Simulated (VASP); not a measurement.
# CuO in VASP: settings compared

The runs below take CuO through single point, with PBE, r2SCAN.

Everything below comes from runs of VASP 6.6.1. Logs are shortened: lines on timing, memory, paths and dates and some standing lists are left out, and cuts for length are marked.

## 1. The cell of the first run

The typed cell holds 4 atoms: a = 3.422 Å, b = 3.422 Å, c = 4.260 Å, α = 90.00°, β = 90.00°, γ = 90.00°.

## 2. Single point, PBE (atoms moved at random)

File INCAR:

```
ALGO = Normal ; EDIFF = 1E-6
ENCUT = 520 ; GGA = PE
ISIF = 2 ; ISMEAR = -1
LASPH = True ; LCHARG = False
LREAL = False ; LWAVE = False
NBANDS = 25 ; NELM = 100
PREC = Accurate ; SIGMA = 0.05
```

File KPOINTS:

```
k-points
0
Gamma
  8 8 6
```

File POSCAR:

```
CuO
1.0
    3.4220509700      0.0000000000      0.0000000000
    0.0000000000      3.4220509700      0.0000000000
    0.0000000000      0.0000000000      4.2604614800
Cu O
2 2
Direct
    0.0041780000      0.4933590000     -0.0176060000
    0.5052420000     -0.0092820000      0.5076520000
   -0.0077000000     -0.0038130000      0.2533520000
   -0.0070720000     -0.0020800000      0.7443550000
```

Potentials or basis: VASP PAW PBE potentials, release 64 (Cu, O).

Started as:

```
cat potpaw_PBE.64/Cu/POTCAR potpaw_PBE.64/O/POTCAR > POTCAR
mpirun -np 1 vasp_std > vasp.out
```

OUTCAR:

```text
EDIFF = 1E-6
   ENCUT = 520
   GGA = PE
   ISIF = 2
   ISMEAR = -1
   LASPH = True
   LREAL = False
   NELM = 100
   PREC = Accurate

 ion  position               nearest neighbor table
   1  0.004  0.493  0.982-   4 1.98   4 2.00   3 2.06   3 2.07
   2  0.505  0.991  0.508-   4 1.95   3 1.99   4 2.02   3 2.06
   3  0.992  0.996  0.253-   2 1.99   1 2.06   2 2.06   1 2.07
   4  0.993  0.998  0.744-   2 1.95   1 1.98   1 2.00   2 2.02

  LATTYP: Found a simple tetragonal cell.
 ALAT       =     3.4220509700
 C/A-ratio  =     1.2450023443

  Lattice vectors:

 A1 = (   3.4220509700,   0.0000000000,   0.0000000000)
 A2 = (   0.0000000000,   3.4220509700,   0.0000000000)
 A3 = (   0.0000000000,   0.0000000000,   4.2604614800)

Analysis of symmetry for initial positions (statically):
=====================================================================
 Subroutine PRICEL returns:
 Original cell was already a primitive cell.

 Routine SETGRP: Setting up the symmetry group for a
 simple tetragonal supercell.

 Subroutine GETGRP returns: Found  1 space group operations
 (whereof  1 operations were pure point group operations)
 out of a pool of 16 trial point group operations.

The static configuration has the point symmetry C_1 .

Analysis of symmetry for dynamics (positions and initial velocities):
=====================================================================
 Subroutine PRICEL returns:
 Original cell was already a primitive cell.

 Routine SETGRP: Setting up the symmetry group for a
 simple tetragonal supercell.

 Subroutine GETGRP returns: Found  1 space group operations
 (whereof  1 operations were pure point group operations)
 out of a pool of 16 trial point group operations.

The dynamic configuration has the point symmetry C_1 .

 Subroutine INISYM returns: Found  1 space group operations
 (whereof  1 operations are pure point group operations),
 and found     1 'primitive' translations

----------------------------------------------------------------------------------------

                                     Primitive cell

  volume of cell :      49.8918

  direct lattice vectors                    reciprocal lattice vectors
     3.422050970  0.000000000  0.000000000     0.292222415  0.000000000  0.000000000
     0.000000000  3.422050970  0.000000000     0.000000000  0.292222415  0.000000000
     0.000000000  0.000000000  4.260461480     0.000000000  0.000000000  0.234716358

  length of vectors
     3.422050970  3.422050970  4.260461480     0.292222415  0.292222415  0.234716358

  position of ions in fractional coordinates (direct lattice)
     0.004178000  0.493359000  0.982394000
     0.505242000  0.990718000  0.507652000
     0.992300000  0.996187000  0.253352000
     0.992928000  0.997920000  0.744355000

  ion indices of the primitive-cell ions
   primitive index   ion index
                 1           1
                 2           2
                 3           3
                 4           4

----------------------------------------------------------------------------------------

 KPOINTS: k-points

Automatic generation of k-mesh.
 Grid dimensions read from file:
 generate k-points for:    8    8    6

 Generating k-lattice:

  Cartesian coordinates                     Fractional coordinates (reciprocal lattice)
     0.036527802  0.000000000  0.000000000     0.125000000  0.000000000  0.000000000
     0.000000000  0.036527802  0.000000000     0.000000000  0.125000000  0.000000000
     0.000000000  0.000000000  0.039119393     0.000000000  0.000000000  0.166666667

  Length of vectors
     0.036527802  0.036527802  0.039119393

  Shift w.r.t. Gamma in fractional coordinates (k-lattice)
     0.000000000  0.000000000  0.000000000

 Subroutine IBZKPT returns following result:
 ===========================================

 Found    196 irreducible k-points:

 Following reciprocal coordinates:
            Coordinates               Weight
  0.000000  0.000000  0.000000      1.000000
  0.125000  0.000000  0.000000      2.000000
  0.000000  0.125000  0.000000      2.000000
  0.250000  0.000000  0.000000      2.000000
  0.000000  0.250000  0.000000      2.000000
  0.375000  0.000000  0.000000      2.000000
[... 16 lines left out ...]
 -0.250000  0.250000  0.000000      2.000000
  0.375000  0.250000  0.000000      2.000000
 [... further k-points ...]
   k-points           NKPTS =    196   k-points in BZ     NKDIM =    196   number of bands    NBANDS=     25
   number of dos      NEDOS =    301   number of ions     NIONS =      4
   total plane-waves  NPLWV =  25088
   dimension x,y,z NGX =    28 NGY =   28 NGZ =   32
   dimension x,y,z NGXF=    56 NGYF=   56 NGZF=   64
   ions per type =               2   2
   NGX,Y,Z   is equivalent  to a cutoff of  13.60, 13.60, 12.49 a.u.
   NGXF,Y,Z  is equivalent  to a cutoff of  27.21, 27.21, 24.97 a.u.
 SYSTEM =  unknown system
   PREC   = accura    normal or accurate (medium, high low for compatibility)
   ISTART =      0    job   : 0-new  1-cont  2-samecut
   ICHARG =      2    charge: 1-file 2-atom 10-const
   ISPIN  =      1    spin polarized calculation?
   LNONCOLLINEAR =      F non collinear calculations
   LSORBIT =      F    spin-orbit coupling
   LASPH  =      T    aspherical Exc in radial PAW
   ENCUT  =  520.0 eV  38.22 Ry    6.18 a.u.   6.36  6.36  7.92*2*pi/ulx,y,z
   NELM   =    100;   NELMIN=  2; NELMDL= -5     # of ELM steps
   EDIFF  = 0.1E-05   stopping-criterion for ELM
   LREAL  =      F    real-space projection
   EDIFFG = 0.1E-04   stopping-criterion for IOM
   NSW    =      0    number of steps for IOM
   IBRION =     -1    ionic relax: 0-MD 1-quasi-New 2-CG
   NFREE  =      0    steps in history (QN), initial steepest desc. (CG)
   ISIF   =      2    stress and relaxation
   ISYM   =      2    0-nonsym 1-usesym 2-fastsym
   POTIM  = 0.5000    time-step for ionic-motion
   TEBEG  =    0.0;   TEEND  =   0.0 temperature during run
   PSTRESS=    0.0 pullay stress
   NELECT =      34.0000    total number of electrons
   NUPDOWN=      -1.0000    fix difference up-down
   EMIN   =  10.00;   EMAX   =-10.00  energy-range for DOS
   EFERMI =   0.00;   METHOD = LEGACY
   ISMEAR =    -1;   SIGMA  =   0.05  broadening in eV -4-tet -1-fermi 0-gaus
   EFERMI_NEDOS =   21; number of points for ismear=-14 and -15
   IALGO  =     38    algorithm
   IMIX   =      4    mixing-type and parameters
     AMIX     =   0.40;   BMIX     =  1.00
     AMIX_MAG =   1.60;   BMIX_MAG =  1.00
  volume/ion in A,a.u.               =      12.47        84.17
  Fermi-wavevector in a.u.,A,eV,Ry     =   1.440648  2.722430 28.238446  2.075467
  Thomas-Fermi vector in A             =   2.559369
   LORBIT       =      0    0 simple, 1 ext, 2 COOP (PROOUT), +10 PAW based schemes
   GGA     = PE    functional components
   LHFCALC =     F    Hartree Fock is set to
   AEXX    =    0.0000 exact exchange contribution
   IVDW    =     0    specifies the selected vdW correction
   LEPSILON=     F    determine dielectric tensor
   LRPA    =     F    only Hartree local field effects (RPA)
 non-spin polarized calculation
  energy-cutoff  :      520.00
  volume of cell :       49.89
 maximum number of plane-waves:      1360
 NGX is ok and might be reduce to    28
   NGX = 13   NGY = 13   NGZ = 15

 number of electron      33.9999995 magnetization

 Free energy of the ion-electron system (eV)
  ---------------------------------------------------
  ext. energy  EPLUGINS =         0.00000000
  ---------------------------------------------------
  free energy    TOTEN  =       -18.22904784 eV

  energy without entropy =      -18.20893325  energy(sigma->0) =      -18.21899054

 E-fermi :   3.9953     XC(G=0): -10.6357

 val. band max:        3.9862335172   @ k =  -0.2500  -0.1250   0.1667
 cond. band min:       4.0035309898   @ k =  -0.1250  -0.2500  -0.1667
 fundamental gap:      0.0172974726
 Fermi energy:         3.9952523297

 k-point     1 :       0.0000    0.0000    0.0000
  band No.  band energies     occupation
      1     -16.0978      2.00000
      2     -13.2759      2.00000
      3      -3.8821      2.00000
      4      -1.3759      2.00000
      5      -1.2839      2.00000
      6      -0.6768      2.00000
[... 17 lines left out ...]
     24      15.2584      0.00000
     25      17.2713      0.00000

 k-point     2 :       0.1250    0.0000    0.0000
  band No.  band energies     occupation
      1     -16.0592      2.00000
      2     -13.2815      2.00000
      3      -3.8061      2.00000
      4      -1.4311      2.00000
      5      -1.2750      2.00000
      6      -1.0272      2.00000
[... 17 lines left out ...]
     24      15.5728      0.00000
     25      17.1756      0.00000

 k-point     3 :       0.0000    0.1250    0.0000
  band No.  band energies     occupation
      1     -16.0616      2.00000
      2     -13.2798      2.00000
      3      -3.8096      2.00000
      4      -1.4011      2.00000
      5      -1.3615      2.00000
      6      -0.8561      2.00000
[... 17 lines left out ...]
     24      15.5969      0.00000
     25      17.2109      0.00000

 k-point     4 :       0.2500    0.0000    0.0000
  band No.  band energies     occupation
      1     -15.9645      2.00000
      2     -13.2944      2.00000
      3      -3.6110      2.00000
      4      -2.1520      2.00000
      5      -1.2626      2.00000
      6      -0.8608      2.00000
[... 17 lines left out ...]
     24      16.4095      0.00000
     25      16.6909      0.00000
[... 477 lines left out ...]
 k-point    22 :       0.2500    0.2500    0.0000
  band No.  band energies     occupation
      1     -15.8430      2.00000
      2     -13.3086      2.00000
      3      -3.3411      2.00000
      4      -2.1975      2.00000
      5      -1.9348      2.00000
      6      -0.7662      2.00000
[... 17 lines left out ...]
     24      15.5550      0.00000
     25      17.1770      0.00000

 k-point    23 :      -0.2500    0.2500    0.0000
  band No.  band energies     occupation
      1     -15.8430      2.00000
      2     -13.3086      2.00000
      3      -3.3406      2.00000
      4      -2.1954      2.00000
      5      -1.9385      2.00000
      6      -0.7466      2.00000
[... 17 lines left out ...]
     24      15.5590      0.00000
     25      17.1786      0.00000

 k-point    24 :       0.3750    0.2500    0.0000
  band No.  band energies     occupation
      1     -15.7476      2.00000
      2     -13.3225      2.00000
      3      -3.1216      2.00000
      4      -2.7041      2.00000
      5      -2.0107      2.00000
      6      -0.5198      2.00000
[... 17 lines left out ...]
     24      15.3750      0.00000
     25      16.6247      0.00000

 [... further k-points ...]
[... 5 lines left out ...]
  --------------------------------------------------------------------------------------
  -------------------------------------------------------------------------------------
  Total       -4.0916578     -4.2971660      6.6959755      0.0141614      0.0511603      0.0793163
  in kB     -131.3954419   -137.9949263    215.0279176      0.4547655      1.6429107      2.5470846
  external PRESSURE =     -18.1208169 kB  Pullay stress =       0.0000000 kB

 VOLUME and BASIS-vectors are now :
 -----------------------------------------------------------------------------
  energy-cutoff  :      520.00
  volume of cell :       49.89
      direct lattice vectors                 reciprocal lattice vectors
     3.422050970  0.000000000  0.000000000     0.292222415  0.000000000  0.000000000
     0.000000000  3.422050970  0.000000000     0.000000000  0.292222415  0.000000000
     0.000000000  0.000000000  4.260461480     0.000000000  0.000000000  0.234716358

 POSITION                                       TOTAL-FORCE (eV/Angst)
 -----------------------------------------------------------------------------------
      0.01430      1.68830      4.18545        -0.173879      0.141060      0.617445
      1.72896      3.39029      2.16283        -0.523898      0.088999     -0.447025
      3.39570      3.40900      1.07940         0.319500     -0.099782     -0.645100
      3.39785      3.41493      3.17130         0.378278     -0.130277      0.474680
 -----------------------------------------------------------------------------------
    total drift:                               -0.001859     -0.000246      0.001018

  FREE ENERGIE OF THE ION-ELECTRON SYSTEM (eV)
  ---------------------------------------------------
  free  energy   TOTEN  =       -18.2290478435 eV

  energy  without entropy=      -18.2089332454  energy(sigma->0) =      -18.21899054
```

Wall time 2.8 min (1 thread of Intel Xeon Platinum 8375C at 2.90GHz (Ice Lake), shared host); peak memory 0.31 GiB.

What came out:

- Free energy: -18.2290 eV
- Pressure: -1.8 GPa
- Largest force: 0.727 eV/Å
- Band gap on the k mesh: zero (band 17 reaches 4.63 eV, above the bottom of band 18 at 3.03 eV)

Forces in eV/Å, atoms in the order of the input:
```
Cu  -0.174  0.141  0.617
Cu  -0.524  0.089 -0.447
O    0.320 -0.100 -0.645
O    0.378 -0.130  0.475
```

Stress tensor (GPa, compression positive):
```
-13.14   0.05   0.25
  0.05 -13.80   0.16
  0.25   0.16  21.50
```

Caveat: the cell differs from its parent crystal (atoms moved at random); semilocal functionals often make such compounds metallic where correlation or magnetic order opens a gap, which also shifts bond lengths.

## 3. Single point, r2SCAN

File POSCAR:

```
CuO
1.0
    3.4220509700      0.0000000000      0.0000000000
    0.0000000000      3.4220509700      0.0000000000
    0.0000000000      0.0000000000      4.2604614800
Cu O
2 2
Direct
    0.0000000000      0.5000000000      0.0000000000
    0.5000000000      0.0000000000      0.5000000000
    0.0000000000      0.0000000000      0.2500000000
    0.0000000000      0.0000000000      0.7500000000
```

File INCAR.step1:

```
SYSTEM = CuO
  PREC = Accurate
  ENCUT = 520
  ISMEAR = -1
  SIGMA = 0.05
  LREAL = .False.
  LASPH = .True.
  NELM = 60
  NBANDS = 25
  GGA = PE
  ALGO = Normal
  EDIFF = 1E-4
  LWAVE = .True.
  LCHARG = .False.
```

File INCAR.step2:

```
SYSTEM = CuO
  PREC = Accurate
  ENCUT = 520
  EDIFF = 1E-7
  ISMEAR = -1
  SIGMA = 0.05
  LREAL = .False.
  LASPH = .True.
  NELM = 60
  ALGO = Normal
  ISIF = 2
  LWAVE = .False.
  LCHARG = .True.
  METAGGA = R2SCAN
  LMIXTAU = .True.
  LELF = .True.
  LVHAR = .True.
  NBANDS = 25
  ISTART = 1
```

File KPOINTS:

```
Automatic mesh
0
Gamma
  5 5 4
  0 0 0
```

Potentials or basis: VASP PAW PBE potentials, release 64 (Cu, O).

Started as:

```
cat potpaw_PBE.64/Cu/POTCAR potpaw_PBE.64/O/POTCAR > POTCAR
cp INCAR.step1 INCAR
mpirun -np 1 vasp_std > vasp.out
cp INCAR.step2 INCAR
mpirun -np 1 vasp_std > vasp.out
```

OUTCAR:

```text
SYSTEM = CuO
   PREC = Accurate
   ENCUT = 520
   EDIFF = 1E-7
   ISMEAR = -1
   LREAL = .False.
   LASPH = .True.
   NELM = 60
   ISIF = 2
   METAGGA = R2SCAN
   ISTART = 1

 ion  position               nearest neighbor table
   1  0.000  0.500  0.000-   3 2.02   4 2.02   3 2.02   4 2.02
   2  0.500  0.000  0.500-   3 2.02   4 2.02   3 2.02   4 2.02
   3  0.000  0.000  0.250-   1 2.02   2 2.02   1 2.02   2 2.02
   4  0.000  0.000  0.750-   1 2.02   2 2.02   1 2.02   2 2.02
[... 696 lines left out ...]

  FORCE on cell =-STRESS in cart. coord.  units (eV):
  Direction    XX          YY          ZZ          XY          YZ          ZX
  --------------------------------------------------------------------------------------
  -------------------------------------------------------------------------------------
  Total       -6.2644415     -6.2644415      5.9907525      0.0000000      0.0000000      0.0000000
  in kB     -201.1700608   -201.1700608    192.3810841      0.0000000      0.0000000      0.0000000
  external PRESSURE =     -69.9863458 kB  Pullay stress =       0.0000000 kB

 VOLUME and BASIS-vectors are now :
 -----------------------------------------------------------------------------
  energy-cutoff  :      520.00
  volume of cell :       49.89
      direct lattice vectors                 reciprocal lattice vectors
     3.422050970  0.000000000  0.000000000     0.292222415  0.000000000  0.000000000
     0.000000000  3.422050970  0.000000000     0.000000000  0.292222415  0.000000000
     0.000000000  0.000000000  4.260461480     0.000000000  0.000000000  0.234716358

 POSITION                                       TOTAL-FORCE (eV/Angst)
 -----------------------------------------------------------------------------------
      0.00000      1.71103      0.00000         0.000000      0.000000     -0.000000
      1.71103      0.00000      2.13023         0.000000      0.000000     -0.000000
      0.00000      0.00000      1.06512         0.000000      0.000000     -0.000000
      0.00000      0.00000      3.19535         0.000000      0.000000      0.000000
 -----------------------------------------------------------------------------------
    total drift:                                0.000000      0.000000      0.000000

  FREE ENERGIE OF THE ION-ELECTRON SYSTEM (eV)
  ---------------------------------------------------
  free  energy   TOTEN  =       -34.6889804431 eV

  energy  without entropy=      -34.6753674705  energy(sigma->0) =      -34.68217396
```

Wall time 3.1 min (1 thread of Intel Xeon 8259CL, shared host); peak memory 0.18 GiB.

What came out:

- Free energy: -34.6890 eV
- Pressure: -7.0 GPa
- Band gap on the k mesh: zero (band 17 reaches 4.49 eV, above the bottom of band 18 at 2.82 eV)

Stress tensor (GPa, compression positive):
```
-20.12   0.00   0.00
  0.00 -20.12   0.00
  0.00   0.00  19.24
```

Levels at points of the mesh, in eV from the Fermi level:
```
           k point  band 13  band 14  band 15  band 16  band 17  band 18  band 19  band 20  band 21  band 22
(0.00, 0.00, 0.00)    -2.35    -2.32    -1.35     0.45     0.70     0.71     0.71     6.55     7.74     9.92
(0.00, 0.00, 0.50)    -2.00    -2.00    -1.72    -1.72     0.01     0.01     2.50     2.50    10.30    10.30
```

Caveat: the k points lie up to 0.37 Å⁻¹ apart; the PAW data sets were made with another functional, which shifts forces and pressure a little; semilocal functionals often make such compounds metallic where correlation or magnetic order opens a gap, which also shifts bond lengths.
